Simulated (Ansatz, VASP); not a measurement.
Two plane-wave programs on Y

POSCAR

```
Y
1.0
    0.0000000000      2.2862000000      2.5844000000
    2.2862000000      0.0000000000      2.5844000000
    2.2862000000      2.2862000000      0.0000000000
Y
1
Direct
    0.0000000000      0.0000000000      0.0000000000
```

File INCAR.step1:

```
PREC = Accurate ; ENCUT = 520
ISMEAR = 0 ; SIGMA = 0.15
LREAL = F ; LASPH = T
NELM = 80 ; NBANDS = 12
GGA = PE ; ALGO = Normal
EDIFF = 1E-4 ; LWAVE = T
LCHARG = F
```

INCAR.step2

```
PREC = Accurate ; ENCUT = 520
EDIFF = 1E-6 ; ISMEAR = 0
SIGMA = 0.15 ; LREAL = F
LASPH = T ; NELM = 80
ALGO = Normal ; ISIF = 2
LWAVE = F ; LCHARG = F
METAGGA = R2SCAN ; LMIXTAU = T
NBANDS = 12 ; ISTART = 1
```

KPOINTS

```
regular mesh
0
Gamma
  16 16 16
```

Input for Ansatz:

```yaml
crystal:
  lattice:
    - [0.0, 2.2862, 2.5844]
    - [2.2862, 0.0, 2.5844]
    - [2.2862, 2.2862, 0.0]
  atoms:
    - { symbol: "Y", position: [0.0, 0.0, 0.0] }
basis:
  ecutwfc: 500
kpoints:
  mp_grid: { grid: [16, 16, 16] }
hamiltonian:
  xc: r2scan
scf:
  occupations: { method: gaussian, width: 0.15 }
output:
  forces: true
  stress: true
  eigenvalues: true
```

Change from the starting cell: strain -0.080 along x and y, +0.040 along z, atoms carried along.

Alike in both runs: task single point; functional r2SCAN; k mesh 16 × 16 × 16; occupations gaussian, width 0.15 eV; no spin polarisation.

|  | VASP | Ansatz |
| --- | --- | --- |
| version | VASP 6.6.1 | Ansatz 0.2.0 |
| potentials or method | VASP PAW PBE potentials, release 64 (Y_sv), cutoff 520 eV | scalar-relativistic, plane waves, PAW |
| valence electrons in the cell | 11 | 11 |

Ansatz gave:

- gap on the k mesh at the Fermi level (eV): none
- pressure (GPa): 10.5
- traceless stress, the component that is largest in VASP (GPa): -1.61

Q: Estimate VASP's values.

A: gap on the k mesh at the Fermi level (eV): none; pressure (GPa): 10.5; traceless stress, the component that is largest in VASP (GPa): -1.60.

VASP's potentials were made for PBE, not for r2SCAN. A gap of «none» marks a metal or a gap that the smearing closes. The functional is the same, so the differences come from potentials, cutoffs and numerics.
